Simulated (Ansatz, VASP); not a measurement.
Two plane-wave programs on HfO2

```
CELL_PARAMETERS angstrom
5.28719 0.00000 0.00000
0.00000 5.06897 0.00000
0.00000 0.00000 5.09575
ATOMIC_POSITIONS crystal
Hf 0.03296 0.26696 0.24135
Hf 0.46704 0.26696 0.74135
Hf 0.53296 0.73304 0.24135
Hf 0.96704 0.73304 0.74135
O 0.36693 0.06993 0.38029
O 0.13307 0.06993 0.88029
O 0.73267 0.46079 0.49136
O 0.76733 0.46079 0.99136
O 0.26733 0.53921 0.99136
O 0.23267 0.53921 0.49136
O 0.86693 0.93007 0.38029
O 0.63307 0.93007 0.88029
```

Alike in both runs: task relaxation of cell and atoms; functional PBE; k mesh 4 × 6 × 6; occupations gaussian, width 0.02 eV; no spin polarisation.

|  | VASP | Ansatz |
| --- | --- | --- |
| version | VASP 6.6.1 | Ansatz 0.2.0 |
| potentials or method | VASP PAW PBE potentials, release 64 (Hf_pv, O), cutoff 600 eV | scalar-relativistic, plane waves, PAW |
| valence electrons in the cell | 88 | 152 |

```tsv
	VASP	Ansatz	Ansatz less VASP
gap on the k mesh at the Fermi level, each at its own relaxed structure (eV)	4.36	4.37	+0.011
relaxed volume (Å³/atom)	11.24	11.41	+0.171
relaxed length of the cell vector where the two differ most in proportion (Å)	5.265	5.295	+0.0290
```

VASP's potentials hold 88 valence electrons a cell and Ansatz's 152, so a difference there can come from the potentials and not from the codes.

Spin-orbit coupling is off throughout.
